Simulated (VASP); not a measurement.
# NaCl (R-3m) in VASP: further runs

Runs on NaCl. Level: PBEsol. Tasks: relaxation of the atoms.

Everything below comes from runs of VASP 6.6.1. Logs are shortened: lines on timing, memory, paths and dates and some standing lists are left out, and cuts for length are marked.

### 1 The cell of the first run

It takes space group R-3m (No. 166, trigonal). The conventional cell has a = 3.971 Å, b = 3.971 Å, c = 9.654 Å, α = 90.00°, β = 90.00°, γ = 120.00°. Na (site symmetry -3m) has 6 Cl at 2.80 Å within 3.7 Å. Cl (site symmetry -3m) has 6 Na at 2.80 Å within 3.7 Å.

### 2 Relaxation of the atoms, PBEsol (equal xy, yz and zx engineering shears of -0.5 %)

Input file INCAR:

```
SYSTEM = NaCl
PREC     = Accurate       ! precision mode
ENCUT    = 520            ! plane-wave cutoff, eV
EDIFF    = 1E-7           ! SCF threshold, eV
ISMEAR   = 0              ! smearing method
SIGMA    = 0.01           ! smearing width, eV
LREAL    = .False.        ! projectors in reciprocal space
LASPH    = .True.         ! aspherical terms in the spheres
NELM     = 100            ! most SCF steps
ALGO     = Normal         ! electronic algorithm
ISIF     = 2              ! what is computed and relaxed
LWAVE    = .False.        ! write WAVECAR
LCHARG   = .False.        ! write CHGCAR
GGA      = PS             ! functional
IBRION   = 2              ! ionic algorithm
NSW      = 50             ! ionic steps
EDIFFG   = -0.002         ! ionic threshold
```

Input file KPOINTS:

```
Automatic mesh
0
Gamma
  8 8 8
  0 0 0
```

Input file POSCAR:

```
NaCl
1.0
   -0.0140047627      2.7939501563      2.7939501563
    2.7939501563     -0.0140047627      2.7939501563
    2.7939501563      2.7939501563     -0.0140047627
Na Cl
1 1
Direct
    0.0000000000      0.0000000000      0.0000000000
    0.5000000000      0.5000000000      0.5000000000
```

Potentials or basis: VASP PAW PBE potentials, release 64 (Na_pv, Cl).

Started as:

```sh
> cat potpaw_PBE.64/Na_pv/POTCAR potpaw_PBE.64/Cl/POTCAR > POTCAR
> mpirun -np 1 vasp_std > vasp.out
```

OUTCAR:

```text
SYSTEM = NaCl
   PREC = Accurate
   ENCUT = 520
   EDIFF = 1E-7
   ISMEAR = 0
   LREAL = .False.
   LASPH = .True.
   NELM = 100
   ISIF = 2
   GGA = PS
   IBRION = 2
   NSW = 50
   EDIFFG = -0.002

 ion  position               nearest neighbor table
   1  0.000  0.000  0.000-
   2  0.500  0.500  0.500-

  LATTYP: Found a trigonal (rhomboedric) cell.
 ALAT       =     3.9512670228
 COS(alpha) =     0.4949812503

  Lattice vectors:

 A1 = (  -0.0140047627,   2.7939501563,   2.7939501563)
 A2 = (   2.7939501563,  -0.0140047627,   2.7939501563)
 A3 = (   2.7939501563,   2.7939501563,  -0.0140047627)

Analysis of symmetry for initial positions (statically):
=====================================================================
 Subroutine PRICEL returns:
 Original cell was already a primitive cell.

 Routine SETGRP: Setting up the symmetry group for a
 trigonal (rhombohedral) supercell.

 Subroutine GETGRP returns: Found 12 space group operations
 (whereof 12 operations were pure point group operations)
 out of a pool of 12 trial point group operations.

The static configuration has the point symmetry D_3d.

Analysis of symmetry for dynamics (positions and initial velocities):
=====================================================================
 Subroutine PRICEL returns:
 Original cell was already a primitive cell.

 Routine SETGRP: Setting up the symmetry group for a
 trigonal (rhombohedral) supercell.

 Subroutine GETGRP returns: Found 12 space group operations
 (whereof 12 operations were pure point group operations)
 out of a pool of 12 trial point group operations.

The dynamic configuration has the point symmetry D_3d.

 Subroutine INISYM returns: Found 12 space group operations
 (whereof 12 operations are pure point group operations),
 and found     1 'primitive' translations

----------------------------------------------------------------------------------------

                                     Primitive cell

  volume of cell :      43.9480

  direct lattice vectors                    reciprocal lattice vectors
    -0.014004763  2.793950156  2.793950156    -0.177618136  0.178512938  0.178512938
     2.793950156 -0.014004763  2.793950156     0.178512938 -0.177618136  0.178512938
     2.793950156  2.793950156 -0.014004763     0.178512938  0.178512938 -0.177618136

  length of vectors
     3.951267023  3.951267023  3.951267023     0.308677728  0.308677728  0.308677728

  position of ions in fractional coordinates (direct lattice)
     0.000000000  0.000000000  0.000000000
     0.500000000  0.500000000  0.500000000

  ion indices of the primitive-cell ions
   primitive index   ion index
                 1           1
                 2           2

----------------------------------------------------------------------------------------

 KPOINTS: Automatic mesh

Automatic generation of k-mesh.
 Grid dimensions read from file:
 generate k-points for:    8    8    8

 Generating k-lattice:

  Cartesian coordinates                     Fractional coordinates (reciprocal lattice)
    -0.022202267  0.022314117  0.022314117     0.125000000  0.000000000 -0.000000000
     0.022314117 -0.022202267  0.022314117     0.000000000  0.125000000 -0.000000000
     0.022314117  0.022314117 -0.022202267     0.000000000  0.000000000  0.125000000

  Length of vectors
     0.038584716  0.038584716  0.038584716

  Shift w.r.t. Gamma in fractional coordinates (k-lattice)
     0.000000000  0.000000000  0.000000000

 Subroutine IBZKPT returns following result:
 ===========================================

 Found     65 irreducible k-points:

 Following reciprocal coordinates:
            Coordinates               Weight
  0.000000  0.000000  0.000000      1.000000
  0.125000  0.000000 -0.000000      6.000000
  0.250000  0.000000 -0.000000      6.000000
  0.375000  0.000000  0.000000      6.000000
  0.500000  0.000000 -0.000000      3.000000
  0.125000  0.125000  0.000000      6.000000
[... 16 lines left out ...]
  0.250000  0.125000  0.125000      6.000000
  0.375000  0.125000  0.125000      6.000000
 [... further k-points ...]
   k-points           NKPTS =     65   k-points in BZ     NKDIM =     65   number of bands    NBANDS=     11
   number of dos      NEDOS =    301   number of ions     NIONS =      2
   total plane-waves  NPLWV =  27000
   dimension x,y,z NGX =    30 NGY =   30 NGZ =   30
   dimension x,y,z NGXF=    60 NGYF=   60 NGZF=   60
   ions per type =               1   1
   NGX,Y,Z   is equivalent  to a cutoff of  12.62, 12.62, 12.62 a.u.
   NGXF,Y,Z  is equivalent  to a cutoff of  25.24, 25.24, 25.24 a.u.
 SYSTEM =  NaCl
   PREC   = accura    normal or accurate (medium, high low for compatibility)
   ISTART =      0    job   : 0-new  1-cont  2-samecut
   ICHARG =      2    charge: 1-file 2-atom 10-const
   ISPIN  =      1    spin polarized calculation?
   LNONCOLLINEAR =      F non collinear calculations
   LSORBIT =      F    spin-orbit coupling
   LASPH  =      T    aspherical Exc in radial PAW
   ENCUT  =  520.0 eV  38.22 Ry    6.18 a.u.   7.35  7.35  7.35*2*pi/ulx,y,z
   NELM   =    100;   NELMIN=  2; NELMDL= -5     # of ELM steps
   EDIFF  = 0.1E-06   stopping-criterion for ELM
   LREAL  =      F    real-space projection
   EDIFFG = -.2E-02   stopping-criterion for IOM
   NSW    =     50    number of steps for IOM
   IBRION =      2    ionic relax: 0-MD 1-quasi-New 2-CG
   NFREE  =      1    steps in history (QN), initial steepest desc. (CG)
   ISIF   =      2    stress and relaxation
   ISYM   =      2    0-nonsym 1-usesym 2-fastsym
   POTIM  = 0.5000    time-step for ionic-motion
   TEBEG  =    0.0;   TEEND  =   0.0 temperature during run
   PSTRESS=    0.0 pullay stress
   NELECT =      14.0000    total number of electrons
   NUPDOWN=      -1.0000    fix difference up-down
   EMIN   =  10.00;   EMAX   =-10.00  energy-range for DOS
   EFERMI =   0.00;   METHOD = LEGACY
   ISMEAR =     0;   SIGMA  =   0.01  broadening in eV -4-tet -1-fermi 0-gaus
   EFERMI_NEDOS =   21; number of points for ismear=-14 and -15
   IALGO  =     38    algorithm
   IMIX   =      4    mixing-type and parameters
     AMIX     =   0.40;   BMIX     =  1.00
     AMIX_MAG =   1.60;   BMIX_MAG =  1.00
  volume/ion in A,a.u.               =      21.97       148.29
  Fermi-wavevector in a.u.,A,eV,Ry     =   1.118076  2.112856 17.008547  1.250093
  Thomas-Fermi vector in A             =   2.254704
   LORBIT       =      0    0 simple, 1 ext, 2 COOP (PROOUT), +10 PAW based schemes
   GGA     = PS    functional components
   LHFCALC =     F    Hartree Fock is set to
   AEXX    =    0.0000 exact exchange contribution
   IVDW    =     0    specifies the selected vdW correction
   LEPSILON=     F    determine dielectric tensor
   LRPA    =     F    only Hartree local field effects (RPA)
 conjugate gradient relaxation of ions
 non-spin polarized calculation
 Gauss-broadening in eV      SIGMA  =   0.01
  energy-cutoff  :      520.00
  volume of cell :       43.95
 maximum number of plane-waves:      1241
 NGX is ok and might be reduce to    30
   NGX = 15   NGY = 15   NGZ = 15

 number of electron      14.0000004 magnetization

 Free energy of the ion-electron system (eV)
  ---------------------------------------------------
  ext. energy  EPLUGINS =         0.00000000
  ---------------------------------------------------
  free energy    TOTEN  =        -6.99816424 eV

  energy without entropy =       -6.99816424  energy(sigma->0) =       -6.99816424

 E-fermi :  -0.5803     XC(G=0):  -8.4233

 val. band max:       -0.6474284714   @ k =   0.0000   0.0000   0.0000
 cond. band min:       4.3405887212   @ k =   0.0000   0.0000   0.0000
 fundamental gap:      4.9880171926
 Fermi energy:        -0.5803453200

 k-point     1 :       0.0000    0.0000    0.0000
  band No.  band energies     occupation
      1     -21.2806      2.00000
      2     -21.2795      2.00000
      3     -21.2795      2.00000
      4     -13.3578      2.00000
      5      -0.6757      2.00000
      6      -0.6757      2.00000
      7      -0.6474      2.00000
      8       4.3406      0.00000
      9      10.3150      0.00000
     10      10.3150      0.00000
     11      10.4228      0.00000

 k-point     2 :       0.1250    0.0000   -0.0000
  band No.  band energies     occupation
      1     -21.2847      2.00000
      2     -21.2808      2.00000
      3     -21.2799      2.00000
      4     -13.3070      2.00000
      5      -1.0653      2.00000
      6      -0.7181      2.00000
      7      -0.6941      2.00000
      8       4.8527      0.00000
      9       9.7689      0.00000
     10      10.5135      0.00000
     11      10.6085      0.00000

 k-point     3 :       0.2500    0.0000   -0.0000
  band No.  band energies     occupation
      1     -21.2966      2.00000
      2     -21.2817      2.00000
      3     -21.2807      2.00000
      4     -13.1806      2.00000
      5      -1.8336      2.00000
      6      -0.8173      2.00000
      7      -0.7961      2.00000
      8       5.8314      0.00000
      9       9.2266      0.00000
     10      10.6331      0.00000
     11      10.7069      0.00000

 k-point     4 :       0.3750    0.0000    0.0000
  band No.  band energies     occupation
      1     -21.3084      2.00000
      2     -21.2826      2.00000
      3     -21.2815      2.00000
      4     -13.0485      2.00000
      5      -2.4656      2.00000
      6      -0.9120      2.00000
      7      -0.8935      2.00000
      8       6.3729      0.00000
      9       9.5456      0.00000
     10      10.3620      0.00000
     11      10.4273      0.00000
[... 239 lines left out ...]
 k-point    22 :       0.1250    0.1250    0.1250
  band No.  band energies     occupation
      1     -21.2856      2.00000
      2     -21.2799      2.00000
      3     -21.2799      2.00000
      4     -13.3059      2.00000
      5      -1.0437      2.00000
      6      -0.7203      2.00000
      7      -0.7203      2.00000
      8       4.8555      0.00000
      9       9.8326      0.00000
     10      10.5181      0.00000
     11      10.5181      0.00000

 k-point    23 :       0.2500    0.1250    0.1250
  band No.  band energies     occupation
      1     -21.2912      2.00000
      2     -21.2826      2.00000
      3     -21.2798      2.00000
      4     -13.2305      2.00000
      5      -1.4671      2.00000
      6      -0.8887      2.00000
      7      -0.7493      2.00000
      8       5.5406      0.00000
      9       9.2609      0.00000
     10      10.6215      0.00000
     11      10.8646      0.00000

 k-point    24 :       0.3750    0.1250    0.1250
  band No.  band energies     occupation
      1     -21.3010      2.00000
      2     -21.2850      2.00000
      3     -21.2806      2.00000
      4     -13.1049      2.00000
      5      -2.0715      2.00000
      6      -1.0719      2.00000
      7      -0.8476      2.00000
      8       6.4777      0.00000
      9       8.9956      0.00000
     10      10.1799      0.00000
     11      10.8309      0.00000

 [... further k-points ...]
[... 5 lines left out ...]
  --------------------------------------------------------------------------------------
  -------------------------------------------------------------------------------------
  Total        0.0060250      0.0060250      0.0060250      0.0163375      0.0163375      0.0163375
  in kB        0.2196471      0.2196471      0.2196471      0.5956033      0.5956033      0.5956033
  external PRESSURE =       0.2196471 kB  Pullay stress =       0.0000000 kB

 VOLUME and BASIS-vectors are now :
 -----------------------------------------------------------------------------
  energy-cutoff  :      520.00
  volume of cell :       43.95
      direct lattice vectors                 reciprocal lattice vectors
    -0.014004763  2.793950156  2.793950156    -0.177618136  0.178512938  0.178512938
     2.793950156 -0.014004763  2.793950156     0.178512938 -0.177618136  0.178512938
     2.793950156  2.793950156 -0.014004763     0.178512938  0.178512938 -0.177618136

 POSITION                                       TOTAL-FORCE (eV/Angst)
 -----------------------------------------------------------------------------------
      0.00000      0.00000      0.00000        -0.000000      0.000000     -0.000000
      2.78695      2.78695      2.78695         0.000000     -0.000000      0.000000
 -----------------------------------------------------------------------------------
    total drift:                               -0.000000      0.000000      0.000000

  FREE ENERGIE OF THE ION-ELECTRON SYSTEM (eV)
  ---------------------------------------------------
  free  energy   TOTEN  =        -6.9981642429 eV

  energy  without entropy=       -6.9981642429  energy(sigma->0) =       -6.99816424

 reached required accuracy - stopping structural energy minimisation
```

Run time: 26 s. Hardware: 1 thread of Intel Xeon Platinum 8375C at 2.90GHz (Ice Lake), shared host; peak memory 0.18 GiB.

Results:

```
Free energy             : -6.9982 eV
Pressure after relaxing : 0.0 GPa
Band gap on the k mesh  : 4.99 eV, direct
```

Stress tensor (GPa, compression positive):
```
0.02 0.06 0.06
0.06 0.02 0.06
0.06 0.06 0.02
```

Final structure:
```
Na Cl
1.0
    -0.01400    2.79395    2.79395
     2.79395   -0.01400    2.79395
     2.79395    2.79395   -0.01400
Na Cl
1 1
Direct
  0.00000 0.00000 0.00000
  0.50000 0.50000 0.50000
```

Levels at points of the mesh, in eV from the valence-band top:
| k point | band 4 | band 5 | band 6 | band 7 | band 8 | band 9 | band 10 | band 11 |
| --- | --- | --- | --- | --- | --- | --- | --- | --- |
| (0.00, 0.00, 0.00) | -12.71 | -0.03 | -0.03 | 0.00 | 4.99 | 10.96 | 10.96 | 11.07 |
| (0.50, 0.00, 0.00) | -12.34 | -2.06 | -0.30 | -0.29 | 7.10 | 10.62 | 10.87 | 10.94 |
| (0.50, 0.50, 0.00) | -12.29 | -1.78 | -0.66 | -0.63 | 7.47 | 7.86 | 11.25 | 14.76 |
| (0.50, 0.50, 0.50) | -12.34 | -2.05 | -0.32 | -0.32 | 7.07 | 10.70 | 10.85 | 10.85 |

Caveat: the cell differs from its parent crystal (equal xy, yz and zx engineering shears of -0.5 %); the relaxation stopped at its first step, so nothing moved; the PAW data sets were made with another functional, which shifts forces and pressure a little.

### 3 Relaxation of the atoms, PBEsol (equal xy, yz and zx engineering shears of +0.5 %)

Input file INCAR:

```
PREC = Accurate
ENCUT = 520
EDIFF = 1E-6
ISMEAR = 0
SIGMA = 0.01
LREAL = False
LASPH = True
NELM = 60
ALGO = Normal
ISIF = 2
LWAVE = False
LCHARG = False
GGA = PS
IBRION = 2
NSW = 50
EDIFFG = -0.002
```

Input file KPOINTS:

```
Automatic mesh
0
Gamma
  8 8 8
```

Input file POSCAR:

```
NaCl
1.0
    0.0140047627      2.8079549190      2.8079549190
    2.8079549190      0.0140047627      2.8079549190
    2.8079549190      2.8079549190      0.0140047627
Na Cl
1 1
Direct
    0.0000000000      0.0000000000      0.0000000000
    0.5000000000      0.5000000000      0.5000000000
```

Potentials or basis: VASP PAW PBE potentials, release 64 (Na_pv, Cl).

Started as:

```sh
> cat potpaw_PBE.64/Na_pv/POTCAR potpaw_PBE.64/Cl/POTCAR > POTCAR
> mpirun -np 1 vasp_std > vasp.out
```

Run time: 24 s. Hardware: 1 thread of Intel Xeon Platinum 8375C at 2.90GHz (Ice Lake), shared host; peak memory 0.18 GiB.

It converged, with:

```yaml
Free_energy: -6.9982 eV
Pressure_after_relaxing: 0.0 GPa
Band_gap_on_the_k_mesh: 5.00 eV, direct
```

Stress tensor (GPa, compression positive):
```
 0.03 -0.06 -0.06
-0.06  0.03 -0.06
-0.06 -0.06  0.03
```

Final structure:
```
Na Cl
1.0
     0.01400    2.80795    2.80795
     2.80795    0.01400    2.80795
     2.80795    2.80795    0.01400
Na Cl
1 1
Direct
  0.00000 0.00000 0.00000
  0.50000 0.50000 0.50000
```

Levels at points of the mesh, in eV from the valence-band top:
| k point | band 4 | band 5 | band 6 | band 7 | band 8 | band 9 | band 10 | band 11 |
| --- | --- | --- | --- | --- | --- | --- | --- | --- |
| (0.00, 0.00, 0.00) | -12.70 | -0.03 | 0.00 | 0.00 | 5.00 | 10.94 | 11.04 | 11.04 |
| (0.50, 0.00, 0.00) | -12.33 | -2.04 | -0.30 | -0.29 | 7.10 | 10.67 | 10.85 | 10.92 |
| (0.50, 0.50, 0.00) | -12.28 | -1.77 | -0.65 | -0.62 | 7.48 | 7.86 | 11.26 | 14.81 |
| (0.50, 0.50, 0.50) | -12.34 | -2.05 | -0.27 | -0.27 | 7.12 | 10.60 | 10.94 | 10.94 |

Caveat: the cell differs from its parent crystal (equal xy, yz and zx engineering shears of +0.5 %); the relaxation stopped at its first step, so nothing moved; the PAW data sets were made with another functional, which shifts forces and pressure a little.
